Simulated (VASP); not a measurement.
Input of a VASP 6.6.1 run:

Contents of INCAR:

```
PREC     = Accurate       # precision mode
ENCUT    = 600            # plane-wave cutoff, eV
EDIFF    = 1E-7           # SCF threshold, eV
ISMEAR   = 0              # smearing method
SIGMA    = 0.01           # smearing width, eV
LREAL    = F              # projectors in reciprocal space
LASPH    = T              # aspherical terms in the spheres
NELM     = 60             # most SCF steps
ALGO     = Normal         # electronic algorithm
ISIF     = 3              # what is computed and relaxed
LWAVE    = F              # write WAVECAR
LCHARG   = F              # write CHGCAR
GGA      = PS             # functional
IBRION   = 2              # ionic algorithm
NSW      = 100            # ionic steps
EDIFFG   = -0.002         # ionic threshold
PSTRESS  = 100.0
```

File KPOINTS:

```
regular mesh
0
Gamma
  12 12 12
```

File POSCAR:

```
C
1.0
    1.7769037248      1.7769037248      0.0000000000
   -1.7769037248      1.7769037248      0.0000000000
    0.0000000000      1.7769037248      1.7769037248
C
2
Direct
    0.5000000000      0.5000000000      0.0000000000
    0.7500000000      0.2500000000      0.5000000000
```

Potentials or basis: VASP PAW PBE potentials, release 64 (C).

Command:

```console
$ cat potpaw_PBE.64/C/POTCAR > POTCAR
$ mpirun -np 1 vasp_std > vasp.out
```

Predict the space group after relaxing (to 0.05 Å).

Fd-3m (No. 227).

Estimate the band gap on the k mesh.

4.11 eV, indirect (least direct gap 5.63 eV).

Estimate the relaxed volume.

5.50 Å³/atom.

Estimate the relaxed cell.

a = 2.496 Å, b = 2.496 Å, c = 2.496 Å, α = 60.00°, β = 60.00°, γ = 90.00°.

The path:
| step | energy change (eV) | largest force (eV/Å) | pressure (GPa) | volume (Å³) |
| --- | --- | --- | --- | --- |
| 1 | 0.0000 | 0.0000 | 0.44 | 11.22 |
| 2 | 0.0401 | 0.0000 | 24.52 | 10.69 |
| 3 | 0.0072 | 0.0000 | 9.94 | 11.00 |
| 4 | 0.0075 | 0.0000 | 10.13 | 10.99 |
| 5 | 0.0071 | 0.0000 | 9.85 | 11.00 |
| 6 | 0.0073 | 0.0000 | 10.00 | 10.99 |

Caveat: the cell is relaxed towards a set pressure, so the enthalpy falls and the energy may rise; the PAW data sets were made with another functional, which shifts forces and pressure a little. A k mesh can miss the band edges.
